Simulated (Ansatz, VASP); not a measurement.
**Two plane-wave programs on AlAs**

```
Al As
1.0
     0.00000    2.75964    2.83040
     2.75964    0.00000    2.83040
     2.75964    2.75964    0.00000
Al As
1 1
Direct
  0.00000 0.00000 0.00000
  0.75000 0.75000 0.75000
```

Change from the starting cell: strain -0.025 along x and y, +0.000 along z, atoms carried along.

Alike in both runs: task single point; functional PBEsol; k mesh 8 × 8 × 8; occupations gaussian, width 0.05 eV; no spin polarisation.

|  | VASP | Ansatz |
| --- | --- | --- |
| version | VASP 6.6.1 | Ansatz 0.2.0 |
| potentials or method | VASP PAW PBE potentials, release 64 (Al, As), cutoff 500 eV | scalar-relativistic, plane waves, PAW |
| valence electrons in the cell | 8 | 18 |

|  | VASP | Ansatz | Ansatz less VASP |
| --- | --- | --- | --- |
| gap on the k mesh at the Fermi level (eV) | 1.14 | 1.15 | +0.014 |
| least direct gap on the mesh (eV) | 2.33 | 2.31 | -0.020 |
| pressure (GPa) | 5.1 | 4.7 | -0.35 |
| traceless stress, the component that is largest in VASP (GPa) | -0.91 | -0.92 | -0.008 |

VASP's potentials were made for PBE, not for PBEsol. VASP's potentials hold 8 valence electrons a cell and Ansatz's 18, so a difference there can come from the potentials and not from the codes.
